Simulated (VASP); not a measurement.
# HfN (Fm-3m) in VASP: single point with PBE+D3(BJ)

Aim: the single point of HfN with PBE+D3(BJ).

All numbers are computed with VASP 6.6.1; they aren't measurements. Logs are shortened: lines on timing, memory, paths and dates and some standing lists are left out, and cuts for length are marked.

**1. The cell of the first run**

Symmetry: Fm-3m, No. 225, cubic system. Conventional cell: a = 4.517 Å, b = 4.517 Å, c = 4.517 Å, α = 90.00°, β = 90.00°, γ = 90.00°. Hf (site symmetry m-3m) has 6 N at 2.26 Å within 3.0 Å. Within 3.0 Å of N (site symmetry m-3m) lie 6 Hf at 2.26 Å.

**2. Single point, PBE+D3(BJ)**

INCAR reads:

```
SYSTEM = HfN
PREC     = Accurate       ! precision mode
ENCUT    = 600            ! plane-wave cutoff, eV
EDIFF    = 1E-6           ! SCF threshold, eV
ISMEAR   = 0              ! smearing method
SIGMA    = 0.1            ! smearing width, eV
LREAL    = .FALSE.        ! projectors in reciprocal space
LASPH    = .TRUE.         ! aspherical terms in the spheres
NELM     = 120            ! most SCF steps
ALGO     = Normal         ! electronic algorithm
ISIF     = 2              ! what is computed and relaxed
LWAVE    = .FALSE.        ! write WAVECAR
LCHARG   = .FALSE.        ! write CHGCAR
GGA      = PE             ! functional
IVDW     = 12             ! dispersion correction
NBANDS   = 14             ! bands
GGA_COMPAT= .FALSE.
```

KPOINTS reads:

```
regular mesh
0
G
  16 16 16
  0 0 0
```

POSCAR reads:

```
HfN
1.0
    0.0000000000      2.2584862477      2.2584862477
    2.2584862477      0.0000000000      2.2584862477
    2.2584862477      2.2584862477      0.0000000000
Hf N
1 1
Direct
    0.0000000000      0.0000000000      0.0000000000
    0.5000000000      0.5000000000      0.5000000000
```

Potentials or basis: VASP PAW PBE potentials, release 64 (Hf_pv, N).

Started as:

```sh
$ cat potpaw_PBE.64/Hf_pv/POTCAR potpaw_PBE.64/N/POTCAR > POTCAR
$ mpirun -np 1 vasp_std > vasp.out
```

OUTCAR:

```text
SYSTEM = HfN
   PREC = Accurate
   ENCUT = 600
   EDIFF = 1E-6
   ISMEAR = 0
   LREAL = .FALSE.
   LASPH = .TRUE.
   NELM = 120
   ISIF = 2
   GGA = PE
   IVDW = 12
 IVDW          = 12

 ion  position               nearest neighbor table
   1  0.000  0.000  0.000-   2 2.26   2 2.26   2 2.26   2 2.26   2 2.26   2 2.26
   2  0.500  0.500  0.500-   1 2.26   1 2.26   1 2.26   1 2.26   1 2.26   1 2.26

  LATTYP: Found a face centered cubic cell.
 ALAT       =     4.5169724954

  Lattice vectors:

 A1 = (   0.0000000000,   2.2584862477,   2.2584862477)
 A2 = (   2.2584862477,   0.0000000000,   2.2584862477)
 A3 = (   2.2584862477,   2.2584862477,   0.0000000000)

Analysis of symmetry for initial positions (statically):
=====================================================================
 Subroutine PRICEL returns:
 Original cell was already a primitive cell.

 Routine SETGRP: Setting up the symmetry group for a
 face centered cubic supercell.

 Subroutine GETGRP returns: Found 48 space group operations
 (whereof 48 operations were pure point group operations)
 out of a pool of 48 trial point group operations.

The static configuration has the point symmetry O_h .

Analysis of symmetry for dynamics (positions and initial velocities):
=====================================================================
 Subroutine PRICEL returns:
 Original cell was already a primitive cell.

 Routine SETGRP: Setting up the symmetry group for a
 face centered cubic supercell.

 Subroutine GETGRP returns: Found 48 space group operations
 (whereof 48 operations were pure point group operations)
 out of a pool of 48 trial point group operations.

The dynamic configuration has the point symmetry O_h .

 Subroutine INISYM returns: Found 48 space group operations
 (whereof 48 operations are pure point group operations),
 and found     1 'primitive' translations

----------------------------------------------------------------------------------------

                                     Primitive cell

  volume of cell :      23.0400

  direct lattice vectors                    reciprocal lattice vectors
     0.000000000  2.258486248  2.258486248    -0.221387224  0.221387224  0.221387224
     2.258486248  0.000000000  2.258486248     0.221387224 -0.221387224  0.221387224
     2.258486248  2.258486248  0.000000000     0.221387224  0.221387224 -0.221387224

  length of vectors
     3.193981882  3.193981882  3.193981882     0.383453919  0.383453919  0.383453919

  position of ions in fractional coordinates (direct lattice)
     0.000000000  0.000000000  0.000000000
     0.500000000  0.500000000  0.500000000

  ion indices of the primitive-cell ions
   primitive index   ion index
                 1           1
                 2           2

----------------------------------------------------------------------------------------

 KPOINTS: regular mesh

Automatic generation of k-mesh.
 Grid dimensions read from file:
 generate k-points for:   16   16   16

 Generating k-lattice:

  Cartesian coordinates                     Fractional coordinates (reciprocal lattice)
    -0.013836701  0.013836701  0.013836701     0.062500000  0.000000000  0.000000000
     0.013836701 -0.013836701  0.013836701     0.000000000  0.062500000  0.000000000
     0.013836701  0.013836701 -0.013836701     0.000000000  0.000000000  0.062500000

  Length of vectors
     0.023965870  0.023965870  0.023965870

  Shift w.r.t. Gamma in fractional coordinates (k-lattice)
     0.000000000  0.000000000  0.000000000

 Subroutine IBZKPT returns following result:
 ===========================================

 Found    145 irreducible k-points:

 Following reciprocal coordinates:
            Coordinates               Weight
  0.000000  0.000000  0.000000      1.000000
  0.062500  0.000000  0.000000      8.000000
  0.125000  0.000000  0.000000      8.000000
  0.187500  0.000000  0.000000      8.000000
  0.250000  0.000000  0.000000      8.000000
  0.312500  0.000000  0.000000      8.000000
[... 16 lines left out ...]
 -0.125000  0.062500  0.000000     24.000000
 -0.062500  0.062500  0.000000     12.000000
 [... further k-points ...]
   k-points           NKPTS =    145   k-points in BZ     NKDIM =    145   number of bands    NBANDS=     14
   number of dos      NEDOS =    301   number of ions     NIONS =      2
   total plane-waves  NPLWV =  21952
   dimension x,y,z NGX =    28 NGY =   28 NGZ =   28
   dimension x,y,z NGXF=    56 NGYF=   56 NGZF=   56
   ions per type =               1   1
   NGX,Y,Z   is equivalent  to a cutoff of  14.57, 14.57, 14.57 a.u.
   NGXF,Y,Z  is equivalent  to a cutoff of  29.15, 29.15, 29.15 a.u.
 SYSTEM =  HfN
   PREC   = accura    normal or accurate (medium, high low for compatibility)
   ISTART =      0    job   : 0-new  1-cont  2-samecut
   ICHARG =      2    charge: 1-file 2-atom 10-const
   ISPIN  =      1    spin polarized calculation?
   LNONCOLLINEAR =      F non collinear calculations
   LSORBIT =      F    spin-orbit coupling
   LASPH  =      T    aspherical Exc in radial PAW
   ENCUT  =  600.0 eV  44.10 Ry    6.64 a.u.   6.38  6.38  6.38*2*pi/ulx,y,z
   NELM   =    120;   NELMIN=  2; NELMDL= -5     # of ELM steps
   EDIFF  = 0.1E-05   stopping-criterion for ELM
   LREAL  =      F    real-space projection
   EDIFFG = 0.1E-04   stopping-criterion for IOM
   NSW    =      0    number of steps for IOM
   IBRION =     -1    ionic relax: 0-MD 1-quasi-New 2-CG
   NFREE  =      0    steps in history (QN), initial steepest desc. (CG)
   ISIF   =      2    stress and relaxation
   ISYM   =      2    0-nonsym 1-usesym 2-fastsym
   POTIM  = 0.5000    time-step for ionic-motion
   TEBEG  =    0.0;   TEEND  =   0.0 temperature during run
   PSTRESS=    0.0 pullay stress
   NELECT =      15.0000    total number of electrons
   NUPDOWN=      -1.0000    fix difference up-down
   EMIN   =  10.00;   EMAX   =-10.00  energy-range for DOS
   EFERMI =   0.00;   METHOD = LEGACY
   ISMEAR =     0;   SIGMA  =   0.10  broadening in eV -4-tet -1-fermi 0-gaus
   EFERMI_NEDOS =   21; number of points for ismear=-14 and -15
   IALGO  =     38    algorithm
   IMIX   =      4    mixing-type and parameters
     AMIX     =   0.40;   BMIX     =  1.00
     AMIX_MAG =   1.60;   BMIX_MAG =  1.00
  volume/ion in A,a.u.               =      11.52        77.74
  Fermi-wavevector in a.u.,A,eV,Ry     =   1.418876  2.681287 27.391376  2.013209
  Thomas-Fermi vector in A             =   2.539956
   LORBIT       =      0    0 simple, 1 ext, 2 COOP (PROOUT), +10 PAW based schemes
   GGA     = PE    functional components
   LHFCALC =     F    Hartree Fock is set to
   AEXX    =    0.0000 exact exchange contribution
   IVDW    =    12    specifies the selected vdW correction
   LEPSILON=     F    determine dielectric tensor
   LRPA    =     F    only Hartree local field effects (RPA)
 non-spin polarized calculation
 Gauss-broadening in eV      SIGMA  =   0.10
  energy-cutoff  :      600.00
  volume of cell :       23.04
 maximum number of plane-waves:       785
 NGX is ok and might be reduce to    28
   NGX = 13   NGY = 13   NGZ = 13

 number of electron      15.0000002 magnetization

 Free energy of the ion-electron system (eV)
  ---------------------------------------------------
  ext. energy  EPLUGINS =         0.00000000
  ---------------------------------------------------
  free energy    TOTEN  =       -21.75923083 eV

  energy without entropy =      -21.75630003  energy(sigma->0) =      -21.75776543

 E-fermi :   8.3927     XC(G=0): -12.7361

 val. band max:        8.3925378479   @ k =  -0.1250   0.0625   0.0000
 cond. band min:       8.3971306532   @ k =   0.3750   0.1250   0.0000
 fundamental gap:      0.0045928053
 Fermi energy:         8.3926672699

 k-point     1 :       0.0000    0.0000    0.0000
  band No.  band energies     occupation
      1     -22.7591      2.00000
      2     -22.7591      2.00000
      3     -22.7591      2.00000
      4      -9.1238      2.00000
      5       5.3623      2.00000
      6       5.3623      2.00000
      7       5.3623      2.00000
      8       8.0444      2.00000
      9       8.0444      2.00000
     10       8.0444      2.00000
     11      10.1943      0.00000
     12      10.3616      0.00000
     13      10.3616      0.00000
     14      17.9574      0.00000

 k-point     2 :       0.0625    0.0000    0.0000
  band No.  band energies     occupation
      1     -22.7995      2.00000
      2     -22.7624      2.00000
      3     -22.7624      2.00000
      4      -9.0333      2.00000
      5       4.9560      2.00000
      6       5.1273      2.00000
      7       5.1273      2.00000
      8       8.1560      1.99918
      9       8.1793      1.99745
     10       8.1793      1.99745
     11      10.4872      0.00000
     12      10.6664      0.00000
     13      10.6664      0.00000
     14      18.2655      0.00000

 k-point     3 :       0.1250    0.0000    0.0000
  band No.  band energies     occupation
      1     -22.9124      2.00000
      2     -22.7719      2.00000
      3     -22.7719      2.00000
      4      -8.7731      2.00000
      5       4.0449      2.00000
      6       4.5818      2.00000
      7       4.5818      2.00000
      8       8.3484      1.46885
      9       8.5344      0.04499
     10       8.5344      0.04499
     11      11.2313      0.00000
     12      11.4601      0.00000
     13      11.4601      0.00000
     14      19.1214      0.00000

 k-point     4 :       0.1875    0.0000    0.0000
  band No.  band energies     occupation
      1     -23.0764      2.00000
      2     -22.7861      2.00000
      3     -22.7861      2.00000
      4      -8.3753      2.00000
      5       2.9845      2.00000
      6       3.9524      2.00000
      7       3.9524      2.00000
      8       8.5900      0.00526
      9       9.0609      0.00000
     10       9.0609      0.00000
     11      12.1602      0.00000
     12      12.5307      0.00000
     13      12.5307      0.00000
     14      20.3078      0.00000

 k-point     5 :       0.2500    0.0000    0.0000
  band No.  band energies     occupation
      1     -23.2625      2.00000
      2     -22.8027      2.00000
      3     -22.8027      2.00000
      4      -7.8869      2.00000
      5       1.9380      2.00000
      6       3.3624      2.00000
      7       3.3624      2.00000
      8       8.9578      0.00000
      9       9.7308      0.00000
     10       9.7308      0.00000
     11      13.0496      0.00000
[... 276 lines left out ...]
 k-point    22 :      -0.1875    0.0625    0.0000
  band No.  band energies     occupation
      1     -23.1441      2.00000
      2     -22.8282      2.00000
      3     -22.7790      2.00000
      4      -8.1704      2.00000
      5       2.4797      2.00000
      6       3.5253      2.00000
      7       3.9640      2.00000
      8       8.6301      0.00079
      9       9.0028      0.00000
     10       9.9076      0.00000
     11      11.7575      0.00000
     12      13.1710      0.00000
     13      13.5837      0.00000
     14      20.6091      0.00000

 k-point    23 :      -0.1250    0.0625    0.0000
  band No.  band energies     occupation
      1     -22.9779      2.00000
      2     -22.8063      2.00000
      3     -22.7668      2.00000
      4      -8.5882      2.00000
      5       3.4498      2.00000
      6       4.1134      2.00000
      7       4.5526      2.00000
      8       8.3925      1.00146
      9       8.5089      0.10031
     10       9.2299      0.00000
     11      10.8961      0.00000
     12      12.1750      0.00000
     13      12.4203      0.00000
     14      19.7233      0.00000

 k-point    24 :      -0.0625    0.0625    0.0000
  band No.  band energies     occupation
      1     -22.8553      2.00000
      2     -22.7832      2.00000
      3     -22.7610      2.00000
      4      -8.8882      2.00000
      5       4.3446      2.00000
      6       4.6995      2.00000
      7       5.0131      2.00000
      8       8.2071      1.99130
      9       8.2187      1.98613
     10       8.6579      0.00018
     11      10.4507      0.00000
     12      11.2419      0.00000
     13      11.3966      0.00000
     14      18.7539      0.00000

 [... further k-points ...]

------------------------ aborting loop because EDIFF is reached ----------------------------------------

 Edisp (eV)   -0.77294

 E8    (eV) :    -0.3626

  FORCE on cell =-STRESS in cart. coord.  units (eV):
  Direction    XX          YY          ZZ          XY          YZ          ZX
  --------------------------------------------------------------------------------------
  -------------------------------------------------------------------------------------
  Total      -0.36363    -0.36363    -0.36363     0.00000    -0.00000     0.00000
  in kB     -25.28657   -25.28657   -25.28657     0.00000    -0.00000     0.00000
  external pressure =      -25.29 kB  Pullay stress =        0.00 kB

 VOLUME and BASIS-vectors are now :
 -----------------------------------------------------------------------------
  energy-cutoff  :      600.00
  volume of cell :       23.04
      direct lattice vectors                 reciprocal lattice vectors
     0.000000000  2.258486248  2.258486248    -0.221387224  0.221387224  0.221387224
     2.258486248  0.000000000  2.258486248     0.221387224 -0.221387224  0.221387224
     2.258486248  2.258486248  0.000000000     0.221387224  0.221387224 -0.221387224

 POSITION                                       TOTAL-FORCE (eV/Angst)
 -----------------------------------------------------------------------------------
      0.00000      0.00000      0.00000         0.000000     -0.000000      0.000000
      2.25849      2.25849      2.25849        -0.000000      0.000000     -0.000000
 -----------------------------------------------------------------------------------
    total drift:                                0.000000      0.000000      0.000000

  FREE ENERGIE OF THE ION-ELECTRON SYSTEM (eV)
  ---------------------------------------------------
  free  energy   TOTEN  =       -22.5321663103 eV

  energy  without entropy=      -22.5292355099  energy(sigma->0) =      -22.53070091
```

Wall time 1.9 min (1 thread of Intel Xeon 8259CL, shared host); peak memory 0.21 GiB.

What came out:

| Property | Result |
| --- | --- |
| Free energy | -22.5322 eV |
| Pressure | -2.5 GPa |
| Band gap on the k mesh | zero (an odd number of electrons rules out a gap without spin polarisation) |
| Dispersion energy per atom | -0.386 eV |

Caveat: spin-orbit coupling is left out, which moves the levels of the heavy elements.
